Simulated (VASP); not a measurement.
Set up this calculation in VASP 6.6.1, as the native input.

```yaml
Task: single point
Functional: PBEsol
Potentials_or_basis: VASP PAW PBE potentials, release 64 (Ag, Br)
Cutoff: 500 eV
k_mesh: 6 × 6 × 6
Occupations: fermi-dirac, width 0.01 eV
Spin: non-collinear spin, zero start, spin-orbit coupling
Starting_moments: "[[0.0, 0.0, 0.0], [0.0, 0.0, 0.0]] μB"
Dipole_correction: no
Further_INCAR_settings: ALGO = Normal; EDIFF = 1e-06; NBANDS = 30
```

The structure of AgBr lies in POSCAR:

```
AgBr
1.0
    0.0000000000      2.8235010529      2.8235010529
    2.8235010529      0.0000000000      2.8235010529
    2.8235010529      2.8235010529      0.0000000000
Ag Br
1 1
Direct
    0.0000000000      0.0000000000      0.0000000000
    0.5000000000      0.5000000000      0.5000000000
```

One way to write it, as run:

INCAR

```
SYSTEM = AgBr
PREC     = Accurate       ! precision mode
ENCUT    = 500            ! plane-wave cutoff, eV
EDIFF    = 1E-6           ! SCF threshold, eV
ISMEAR   = -1             ! smearing method
SIGMA    = 0.01           ! smearing width, eV
LREAL    = .FALSE.        ! projectors in reciprocal space
LASPH    = .TRUE.         ! aspherical terms in the spheres
NELM     = 200            ! most SCF steps
ALGO     = Normal         ! electronic algorithm
ISIF     = 2              ! what is computed and relaxed
LWAVE    = .FALSE.        ! write WAVECAR
LCHARG   = .TRUE.         ! write CHGCAR
MAGMOM   = 0 0 0 0 0 0    ! initial moments
LORBIT   = 11             ! projections on sites
LSORBIT  = .TRUE.         ! spin-orbit coupling
GGA_COMPAT= .FALSE.      
LORBMOM  = .TRUE.       
LMAXMIX  = 4              ! l up to which the mixer works
GGA      = PS             ! functional
LVHAR    = .TRUE.       
NBANDS   = 30             ! bands
```

KPOINTS

```
Automatic mesh
0
G
  6 6 6
  0 0 0
```

Potentials or basis: VASP PAW PBE potentials, release 64 (Ag, Br).

Command:

```sh
$ cat potpaw_PBE.64/Ag/POTCAR potpaw_PBE.64/Br/POTCAR > POTCAR
$ mpirun -np 1 vasp_ncl > vasp.out
```

It gave:

* Pressure: 0.8 GPa
* Net moment: 0.00 μB per cell
* Valence electrons inside the program's atomic spheres: Ag 9.76; Br 4.82

Caveat: the PAW data sets were made with another functional, which shifts forces and pressure a little.

Run time: 31 s on 1 thread of AMD EPYC 9R45 96-Core Processor (Zen 5), on a shared host, peak memory 0.25 GiB.
